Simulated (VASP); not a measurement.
Crystal: V.

```
CELL_PARAMETERS angstrom
-1.51699 1.52013 1.57756
1.49873 -1.47807 1.51724
1.50658 1.46766 -1.53549
ATOMIC_POSITIONS crystal
V 0.01027 0.00456 0.99881
```

This cell differs from its parent crystal: the cell strained at random.

Base run:

```yaml
Program: VASP 6.6.1
Functional: PBE
Potentials_or_basis: VASP PAW PBE potentials, release 64 (V_sv)
Cutoff: 520 eV
k_mesh: 12 × 12 × 12
Occupations: fermi-dirac, width 0.05 eV
Spin: collinear spin, ferromagnetic start
Starting_moments: "[2.0] μB"
```

Its results: pressure -5.1 GPa; net moment 0.00 μB per cell.

Task: The run is repeated on the same cell with these changes: functional from PBE to PBEsol; further incar settings from ALGO = Fast; EDIFF = 1e-06; NBANDS = 16 to ALGO = Normal; EDIFF = 1e-06; NBANDS = 16. What comes out?

Result: Pressure -11.8 GPa; net moment 0.00 μB per cell.

Caveats: the PAW data sets were made with another functional, which shifts forces and pressure a little (some runs).
